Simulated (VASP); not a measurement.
Input of a VASP 6.6.1 run:

File INCAR:

```
  ALGO = Normal
  EDIFF = 1E-6
  ENCUT = 570
  GGA = CA
  GGA_COMPAT = F
  ISIF = 2
  ISMEAR = 1
  LASPH = T
  LCHARG = F
  LREAL = F
  LWAVE = F
  NBANDS = 25
  NELM = 120
  PREC = Accurate
  SIGMA = 0.1
```

KPOINTS

```
k-points
0
Gamma
  14 14 7
```

Contents of POSCAR:

```
Pt
1.0
    2.7092362757      0.0000000000      0.0000000000
   -1.3546181378      2.3462674396      0.0000000000
    0.0000000000      0.0000000000      4.6702715577
Pt
2
Direct
    0.6666666667      0.3333333333      0.7500000000
    0.3333333333      0.6666666667      0.2500000000
```

Potentials or basis: VASP PAW LDA potentials, release 64 (Pt_sv_GW).

Launch:

```console
$ cat potpaw_LDA.64/Pt_sv_GW/POTCAR > POTCAR
$ mpirun -np 1 vasp_std > vasp.out
```

Problem. What does it give for the band gap on the k mesh?

Solution. Zero (bands 18 and 19 overlap by 1.35 eV).

Problem. What does it give for the pressure?

Solution. -0.4 GPa.

Stress tensor (GPa, compression positive):
```
-0.29  0.00  0.00
 0.00 -0.29  0.00
 0.00  0.00 -0.69
```

Caveat: spin-orbit coupling is left out, which moves the levels of the heavy elements.
